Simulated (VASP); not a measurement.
A run of VASP 6.6.1 is set up as follows.

Contents of INCAR:

```
SYSTEM = WAu
ALGO = Normal
EDIFF = 1E-7
ENCUT = 520
GGA = PE
ISIF = 2
ISMEAR = 0
LASPH = .TRUE.
LCHARG = .FALSE.
LREAL = .FALSE.
LWAVE = .FALSE.
NBANDS = 20
NELM = 60
PREC = Accurate
SIGMA = 0.015
```

KPOINTS

```
k-points
0
G
  8 8 8
  0 0 0
```

Contents of POSCAR:

```
WAu
1.0
    0.0000000000      2.7479792600      2.7479792600
    2.7479792600      0.0000000000      2.7479792600
    2.7479792600      2.7479792600      0.0000000000
W Au
1 1
Direct
    0.0000000000      0.0000000000      0.0000000000
    0.7500000000      0.7500000000      0.7500000000
```

Potentials or basis: VASP PAW PBE potentials, release 64 (W_sv, Au).

Command:

```sh
$ cat potpaw_PBE.64/W_sv/POTCAR potpaw_PBE.64/Au/POTCAR > POTCAR
$ mpirun -np 1 vasp_std > vasp.out
```

(1) Estimate the pressure.

Answers

(1) 33.1 GPa.
